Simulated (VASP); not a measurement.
Write the native input for VASP 6.6.1 that does the following.

```yaml
Task: single point
Functional: r2SCAN
Potentials_or_basis: VASP PAW PBE potentials, release 64 (Hg, Te)
Cutoff: 520 eV
k_mesh: 12 × 12 × 12
Occupations: gaussian, width 0.1 eV
Spin: no spin polarisation
Dipole_correction: no
Further_INCAR_settings: ALGO = Normal; EDIFF = 1e-07; NBANDS = 16
```

HgTe:

```
Hg Te
1.0
     0.00000    3.04704    3.04704
     3.04704    0.00000    3.04704
     3.04704    3.04704    0.00000
Hg Te
1 1
Cartesian
  0.0000 0.0000 0.0000
  3.0470 3.0470 3.0470
```

The input as run:

POSCAR

```
HgTe
1.0
    0.0000000000      3.0470447706      3.0470447706
    3.0470447706      0.0000000000      3.0470447706
    3.0470447706      3.0470447706      0.0000000000
Hg Te
1 1
Direct
    0.0000000000      0.0000000000      0.0000000000
    0.5000000000      0.5000000000      0.5000000000
```

INCAR.step1

```
PREC     = Accurate       # precision mode
ENCUT    = 520            # plane-wave cutoff, eV
ISMEAR   = 0              # smearing method
SIGMA    = 0.1            # smearing width, eV
LREAL    = False          # projectors in reciprocal space
LASPH    = True           # aspherical terms in the spheres
NELM     = 60             # most SCF steps
NBANDS   = 16             # bands
GGA      = PE             # functional
ALGO     = Normal         # electronic algorithm
EDIFF    = 1E-4           # SCF threshold, eV
LWAVE    = True           # write WAVECAR
LCHARG   = False          # write CHGCAR
```

INCAR.step2

```
PREC     = Accurate       # precision mode
ENCUT    = 520            # plane-wave cutoff, eV
EDIFF    = 1E-7           # SCF threshold, eV
ISMEAR   = 0              # smearing method
SIGMA    = 0.1            # smearing width, eV
LREAL    = False          # projectors in reciprocal space
LASPH    = True           # aspherical terms in the spheres
NELM     = 60             # most SCF steps
ALGO     = Normal         # electronic algorithm
ISIF     = 2              # what is computed and relaxed
LWAVE    = False          # write WAVECAR
LCHARG   = False          # write CHGCAR
METAGGA  = R2SCAN         # meta-GGA
LMIXTAU  = True         
NBANDS   = 16             # bands
ISTART   = 1
```

KPOINTS

```
regular mesh
0
Gamma
  12 12 12
```

Potentials or basis: VASP PAW PBE potentials, release 64 (Hg, Te).

Run with:

```sh
$ cat potpaw_PBE.64/Hg/POTCAR potpaw_PBE.64/Te/POTCAR > POTCAR
$ cp INCAR.step1 INCAR
$ mpirun -np 1 vasp_std > vasp.out
$ cp INCAR.step2 INCAR
$ mpirun -np 1 vasp_std > vasp.out
```

It gave:

```json
{
  "Pressure": "0.1 GPa",
  "Band gap on the k mesh": "zero (band 9 reaches 4.50 eV, above the bottom of band 10 at 1.87 eV)"
}
```

Caveat: the PAW data sets were made with another functional, which shifts forces and pressure a little; spin-orbit coupling is left out, which moves the levels of the heavy elements.

Wall time 2.3 min on 1 thread of Intel(R) Xeon(R) Platinum 8259CL CPU @ 2.50GHz (Skylake/Cascade Lake) (shared host), peak memory 0.23 GiB.
